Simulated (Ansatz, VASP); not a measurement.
CsPbBr3 in VASP and in Ansatz

INCAR

```
ALGO = Normal
EDIFF = 1E-7
ENCUT = 520
GGA = PS
ISIF = 2
ISMEAR = 0
LASPH = T
LCHARG = T
LELF = T
LREAL = F
LVHAR = T
LWAVE = F
NBANDS = 30
NELM = 100
PREC = Accurate
SIGMA = 0.05
```

Contents of KPOINTS:

```
k-points
0
Gamma
  6 6 6
```

Contents of POSCAR:

```
CsPbBr3
1.0
    5.8738967889      0.1525687478      0.1525687478
    0.1525687478      5.8738967889      0.1525687478
    0.1525687478      0.1525687478      5.8738967889
Cs Pb Br
1 1 3
Direct
    0.0000000000      0.0000000000      0.0000000000
    0.5000000000      0.5000000000      0.5000000000
    0.0000000000      0.5000000000      0.5000000000
    0.5000000000      0.0000000000      0.5000000000
    0.5000000000      0.5000000000      0.0000000000
```

Input for Ansatz:

```yaml
crystal:
  lattice:
    - [5.8738967889, 0.1525687478, 0.1525687478]
    - [0.1525687478, 5.8738967889, 0.1525687478]
    - [0.1525687478, 0.1525687478, 5.8738967889]
  atoms:
    - { symbol: Cs, position: [0.0, 0.0, 0.0] }
    - { symbol: Pb, position: [0.5, 0.5, 0.5] }
    - { symbol: Br, position: [0.0, 0.5, 0.5] }
    - { symbol: Br, position: [0.5, 0.0, 0.5] }
    - { symbol: Br, position: [0.5, 0.5, 0.0] }
basis:
  ecutwfc: 420
kpoints:
  mp_grid: { grid: [6, 6, 6] }
hamiltonian:
  xc: pbesol
scf:
  occupations: { method: gaussian, width: 0.05 }
output:
  forces: true
  stress: true
  eigenvalues: true
```

Alike in both runs: task single point; functional PBEsol; k mesh 6 × 6 × 6; occupations gaussian, width 0.05 eV; no spin polarisation.

```csv
,VASP,Ansatz
version,VASP 6.6.1,Ansatz 0.2.0
potentials or method,"VASP PAW PBE potentials, release 64 (Cs_sv, Pb_d, Br), cutoff 520 eV","scalar-relativistic, plane waves, PAW"
valence electrons in the cell,44,44
```

|  | VASP | Ansatz | Ansatz less VASP |
| --- | --- | --- | --- |
| gap on the k mesh at the Fermi level (eV) | 1.37 | 1.37 | -0.001 |
| least direct gap on the mesh (eV) | 1.37 | 1.37 | -0.001 |
| pressure (GPa) | 0.0 | 0.0 | 0.00 |
| traceless stress, the component that is largest in VASP (GPa) | -0.21 | -0.21 | +0.002 |

VASP's potentials were made for PBE, not for PBEsol.

Spin-orbit coupling is off throughout.
